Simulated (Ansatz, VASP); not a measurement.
# Ge: VASP beside Ansatz

INCAR

```
PREC = Accurate
ENCUT = 520
EDIFF = 1E-6
ISMEAR = 0
SIGMA = 0.1
LREAL = F
LASPH = T
NELM = 60
ALGO = Normal
ISIF = 2
LWAVE = F
LCHARG = F
GGA = PE
NBANDS = 36
```

KPOINTS

```
Automatic mesh
0
Gamma
  12 12 6
```

File POSCAR:

```
Ge
1.0
    3.9975858431      0.0000000000      0.0000000000
   -1.9987929216      3.4620108940      0.0000000000
    0.0000000000      0.0000000000      6.5993779500
Ge
4
Direct
    0.6666666700      0.3333333300      0.0629012500
    0.3333333300      0.6666666700      0.5629012500
    0.6666666700      0.3333333300      0.4370987500
    0.3333333300      0.6666666700      0.9370987500
```

Input for Ansatz:

```yaml
crystal:
  lattice:
    - [3.9975858431, 0.0, 0.0]
    - [-1.9987929216, 3.462010894, 0.0]
    - [0.0, 0.0, 6.59937795]
  atoms:
    - { symbol: Ge, position: [0.66666667, 0.33333333, 0.06290125] }
    - { symbol: Ge, position: [0.33333333, 0.66666667, 0.56290125] }
    - { symbol: Ge, position: [0.66666667, 0.33333333, 0.43709875] }
    - { symbol: Ge, position: [0.33333333, 0.66666667, 0.93709875] }
basis:
  ecutwfc: 420
kpoints:
  mp_grid: { grid: [12, 12, 6] }
hamiltonian:
  xc: pbe
scf:
  occupations: { method: gaussian, width: 0.1 }
output:
  forces: true
  stress: true
  eigenvalues: true
  populations: true
  write_density: true
  write_potential: true
  elf: true
  volumetric_format: npy
```

Alike in both runs: task single point; functional PBE; k mesh 12 × 12 × 6; occupations gaussian, width 0.1 eV; no spin polarisation.

|  | VASP | Ansatz |
| --- | --- | --- |
| version | VASP 6.6.1 | Ansatz 0.2.0 |
| potentials or method | VASP PAW PBE potentials, release 64 (Ge_d), cutoff 520 eV | scalar-relativistic, plane waves, PAW |
| valence electrons in the cell | 56 | 56 |

```csv
,VASP,Ansatz,Ansatz less VASP
pressure (GPa),2.8,2.9,+0.10
rms of the force components (eV/Å),0.004,0.004,0.0000
```

Atom by atom the forces differ by 0.000 eV/Å (rms over components).
